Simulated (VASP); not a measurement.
# Be (Im-3m) in VASP: a series of runs, part 2 of 2

VASP 6.6.1. Earlier steps stand in the parts before.

**3. Single point, PBEsol**

This run uses another cell than the first one, of 7.75 Å³/atom, 0.386 times its volume.

Contents of INCAR:

```
PREC     = Accurate       # precision mode
ENCUT    = 520            # plane-wave cutoff, eV
EDIFF    = 1E-6           # SCF threshold, eV
ISMEAR   = 0              # smearing method
SIGMA    = 0.1            # smearing width, eV
LREAL    = False          # projectors in reciprocal space
LASPH    = True           # aspherical terms in the spheres
NELM     = 60             # most SCF steps
ALGO     = Normal         # electronic algorithm
ISIF     = 2              # what is computed and relaxed
LWAVE    = False          # write WAVECAR
LCHARG   = True           # write CHGCAR
GGA      = PS             # functional
LELF     = True           # ELF
LVHAR    = True         
NBANDS   = 7              # bands
```

Contents of KPOINTS:

```
Automatic mesh
0
Gamma
  24 24 24
```

Contents of POSCAR:

```
Be
1.0
   -1.2466749514      1.2466749514      1.2466749514
    1.2466749514     -1.2466749514      1.2466749514
    1.2466749514      1.2466749514     -1.2466749514
Be
1
Direct
    0.0000000000      0.0000000000      0.0000000000
```

Potentials or basis: VASP PAW PBE potentials, release 64 (Be).

On the command line:

```console
$ cat potpaw_PBE.64/Be/POTCAR > POTCAR
$ mpirun -np 1 vasp_std > vasp.out
```

OUTCAR:

```text
PREC = Accurate
   ENCUT = 520
   EDIFF = 1E-6
   ISMEAR = 0
   LREAL = False
   LASPH = True
   NELM = 60
   ISIF = 2
   GGA = PS

 ion  position               nearest neighbor table
   1  0.000  0.000  0.000-

  LATTYP: Found a body centered cubic cell.
 ALAT       =     2.4933499028

  Lattice vectors:

 A1 = (  -1.2466749514,   1.2466749514,   1.2466749514)
 A2 = (   1.2466749514,  -1.2466749514,   1.2466749514)
 A3 = (   1.2466749514,   1.2466749514,  -1.2466749514)

Analysis of symmetry for initial positions (statically):
=====================================================================
 Subroutine PRICEL returns:
 Original cell was already a primitive cell.

 Routine SETGRP: Setting up the symmetry group for a
 body centered cubic supercell.

 Subroutine GETGRP returns: Found 48 space group operations
 (whereof 48 operations were pure point group operations)
 out of a pool of 48 trial point group operations.

The static configuration has the point symmetry O_h .

Analysis of symmetry for dynamics (positions and initial velocities):
=====================================================================
 Subroutine PRICEL returns:
 Original cell was already a primitive cell.

 Routine SETGRP: Setting up the symmetry group for a
 body centered cubic supercell.

 Subroutine GETGRP returns: Found 48 space group operations
 (whereof 48 operations were pure point group operations)
 out of a pool of 48 trial point group operations.

The dynamic configuration has the point symmetry O_h .

 Subroutine INISYM returns: Found 48 space group operations
 (whereof 48 operations are pure point group operations),
 and found     1 'primitive' translations

----------------------------------------------------------------------------------------

                                     Primitive cell

  volume of cell :       7.7503

  direct lattice vectors                    reciprocal lattice vectors
    -1.246674951  1.246674951  1.246674951     0.000000000  0.401066853  0.401066853
     1.246674951 -1.246674951  1.246674951     0.401066853  0.000000000  0.401066853
     1.246674951  1.246674951 -1.246674951     0.401066853  0.401066853  0.000000000

  length of vectors
     2.159304356  2.159304356  2.159304356     0.567194184  0.567194184  0.567194184

  position of ions in fractional coordinates (direct lattice)
     0.000000000  0.000000000  0.000000000

  ion indices of the primitive-cell ions
   primitive index   ion index
                 1           1

----------------------------------------------------------------------------------------

 KPOINTS: Automatic mesh

Automatic generation of k-mesh.
 Grid dimensions read from file:
 generate k-points for:   24   24   24

 Generating k-lattice:

  Cartesian coordinates                     Fractional coordinates (reciprocal lattice)
     0.000000000  0.016711119  0.016711119     0.041666667  0.000000000  0.000000000
     0.016711119  0.000000000  0.016711119     0.000000000  0.041666667  0.000000000
     0.016711119  0.016711119  0.000000000     0.000000000  0.000000000  0.041666667

  Length of vectors
     0.023633091  0.023633091  0.023633091

  Shift w.r.t. Gamma in fractional coordinates (k-lattice)
     0.000000000  0.000000000  0.000000000

 Subroutine IBZKPT returns following result:
 ===========================================

 Found    413 irreducible k-points:

 Following reciprocal coordinates:
            Coordinates               Weight
  0.000000  0.000000  0.000000      1.000000
  0.041667  0.000000  0.000000     12.000000
  0.083333  0.000000  0.000000     12.000000
  0.125000  0.000000  0.000000     12.000000
  0.166667  0.000000  0.000000     12.000000
  0.208333  0.000000  0.000000     12.000000
[... 16 lines left out ...]
  0.416667  0.041667  0.000000     48.000000
  0.458333  0.041667  0.000000     48.000000
 [... further k-points ...]
   k-points           NKPTS =    413   k-points in BZ     NKDIM =    413   number of bands    NBANDS=      7
   number of dos      NEDOS =    301   number of ions     NIONS =      1
   total plane-waves  NPLWV =   4096
   dimension x,y,z NGX =    16 NGY =   16 NGZ =   16
   dimension x,y,z NGXF=    32 NGYF=   32 NGZF=   32
   ions per type =               1
   NGX,Y,Z   is equivalent  to a cutoff of  12.32, 12.32, 12.32 a.u.
   NGXF,Y,Z  is equivalent  to a cutoff of  24.64, 24.64, 24.64 a.u.
 SYSTEM =  unknown system
   PREC   = accura    normal or accurate (medium, high low for compatibility)
   ISTART =      0    job   : 0-new  1-cont  2-samecut
   ICHARG =      2    charge: 1-file 2-atom 10-const
   ISPIN  =      1    spin polarized calculation?
   LNONCOLLINEAR =      F non collinear calculations
   LSORBIT =      F    spin-orbit coupling
   LASPH  =      T    aspherical Exc in radial PAW
   ENCUT  =  520.0 eV  38.22 Ry    6.18 a.u.   4.01  4.01  4.01*2*pi/ulx,y,z
   NELM   =     60;   NELMIN=  2; NELMDL= -5     # of ELM steps
   EDIFF  = 0.1E-05   stopping-criterion for ELM
   LREAL  =      F    real-space projection
   EDIFFG = 0.1E-04   stopping-criterion for IOM
   NSW    =      0    number of steps for IOM
   IBRION =     -1    ionic relax: 0-MD 1-quasi-New 2-CG
   NFREE  =      0    steps in history (QN), initial steepest desc. (CG)
   ISIF   =      2    stress and relaxation
   ISYM   =      2    0-nonsym 1-usesym 2-fastsym
   POTIM  = 0.5000    time-step for ionic-motion
   TEBEG  =    0.0;   TEEND  =   0.0 temperature during run
   PSTRESS=    0.0 pullay stress
   NELECT =       2.0000    total number of electrons
   NUPDOWN=      -1.0000    fix difference up-down
   EMIN   =  10.00;   EMAX   =-10.00  energy-range for DOS
   EFERMI =   0.00;   METHOD = LEGACY
   ISMEAR =     0;   SIGMA  =   0.10  broadening in eV -4-tet -1-fermi 0-gaus
   EFERMI_NEDOS =   21; number of points for ismear=-14 and -15
   IALGO  =     38    algorithm
   IMIX   =      4    mixing-type and parameters
     AMIX     =   0.40;   BMIX     =  1.00
     AMIX_MAG =   1.60;   BMIX_MAG =  1.00
  volume/ion in A,a.u.               =       7.75        52.30
  Fermi-wavevector in a.u.,A,eV,Ry     =   1.042265  1.969596 14.780239  1.086317
  Thomas-Fermi vector in A             =   2.176923
   LORBIT       =      0    0 simple, 1 ext, 2 COOP (PROOUT), +10 PAW based schemes
   GGA     = PS    functional components
   LHFCALC =     F    Hartree Fock is set to
   AEXX    =    0.0000 exact exchange contribution
   IVDW    =     0    specifies the selected vdW correction
   LEPSILON=     F    determine dielectric tensor
   LRPA    =     F    only Hartree local field effects (RPA)
 non-spin polarized calculation
 Gauss-broadening in eV      SIGMA  =   0.10
  energy-cutoff  :      520.00
  volume of cell :        7.75
 maximum number of plane-waves:       236
   NGX =  7   NGY =  7   NGZ =  7

 number of electron       2.0000000 magnetization

 Free energy of the ion-electron system (eV)
  ---------------------------------------------------
  ext. energy  EPLUGINS =         0.00000000
  ---------------------------------------------------
  free energy    TOTEN  =        -3.89992663 eV

  energy without entropy =       -3.89896552  energy(sigma->0) =       -3.89944608

 E-fermi :   8.1437     XC(G=0): -10.6790

 val. band max:        8.1190630056   @ k =   0.2917   0.2917   0.0417
 cond. band min:       8.1660794911   @ k =  -0.3750  -0.4167   0.1250
 fundamental gap:      0.0470164855
 Fermi energy:         8.1436802092

 k-point     1 :       0.0000    0.0000    0.0000
  band No.  band energies     occupation
      1      -4.2736      2.00000
      2      27.6400      0.00000
      3      27.6400      0.00000
      4      27.6400      0.00000
      5      39.0594      0.00000
      6      39.0594      0.00000
      7      39.0594      0.00000

 k-point     2 :       0.0417    0.0000    0.0000
  band No.  band energies     occupation
      1      -4.2125      2.00000
      2      27.3364      0.00000
      3      27.3826      0.00000
      4      27.5667      0.00000
      5      38.1899      0.00000
      6      38.2222      0.00000
      7      39.4789      0.00000
[... 201 lines left out ...]
 k-point    23 :       0.4167    0.0417    0.0000
  band No.  band energies     occupation
      1       2.0537      2.00000
      2       9.5753      0.00000
      3      20.4047      0.00000
      4      23.2619      0.00000
      5      29.5449      0.00000
      6      34.5453      0.00000
      7      43.8622      0.00000

 k-point    24 :       0.4583    0.0417    0.0000
  band No.  band energies     occupation
      1       2.7139      2.00000
      2       8.6252      0.00000
      3      20.2587      0.00000
      4      23.1394      0.00000
      5      29.3899      0.00000
      6      34.6724      0.00000
      7      44.5871      0.00000

 [... further k-points ...]
[... 5 lines left out ...]
  --------------------------------------------------------------------------------------
  -------------------------------------------------------------------------------------
  Total        0.0151937      0.0151937      0.0151937      0.0000000      0.0000000      0.0000000
  in kB        3.1409039      3.1409039      3.1409039      0.0000000      0.0000000      0.0000000
  external PRESSURE =       3.1409039 kB  Pullay stress =       0.0000000 kB

 VOLUME and BASIS-vectors are now :
 -----------------------------------------------------------------------------
  energy-cutoff  :      520.00
  volume of cell :        7.75
      direct lattice vectors                 reciprocal lattice vectors
    -1.246674951  1.246674951  1.246674951     0.000000000  0.401066853  0.401066853
     1.246674951 -1.246674951  1.246674951     0.401066853  0.000000000  0.401066853
     1.246674951  1.246674951 -1.246674951     0.401066853  0.401066853  0.000000000

 POSITION                                       TOTAL-FORCE (eV/Angst)
 -----------------------------------------------------------------------------------
      0.00000      0.00000      0.00000         0.000000     -0.000000     -0.000000
 -----------------------------------------------------------------------------------
    total drift:                               -0.000000      0.000000     -0.000000

  FREE ENERGIE OF THE ION-ELECTRON SYSTEM (eV)
  ---------------------------------------------------
  free  energy   TOTEN  =        -3.8999266346 eV

  energy  without entropy=       -3.8989655181  energy(sigma->0) =       -3.89944608
```

Wall time 5.8 s (1 thread of Intel Xeon Platinum 8488C (Sapphire Rapids), shared host); peak memory 0.12 GiB.

What came out:

```
Free energy            : -3.8999 eV
Pressure               : 0.3 GPa
Band gap on the k mesh : zero (band 1 reaches 12.04 eV, above the bottom of band 2 at 6.65 eV)
```

Levels at points of the mesh, in eV from the Fermi level:
```csv
k point,band 1,band 2,band 3,band 4,band 5,band 6
"(0.00, 0.00, 0.00)",-12.42,19.50,19.50,19.50,30.92,30.92
"(0.50, 0.00, 0.00)",-5.39,0.34,12.29,15.52,20.48,26.46
"(0.50, 0.50, 0.50)",3.90,3.90,3.90,9.78,9.78,18.62
```

Caveat: the PAW data sets were made with another functional, which shifts forces and pressure a little.
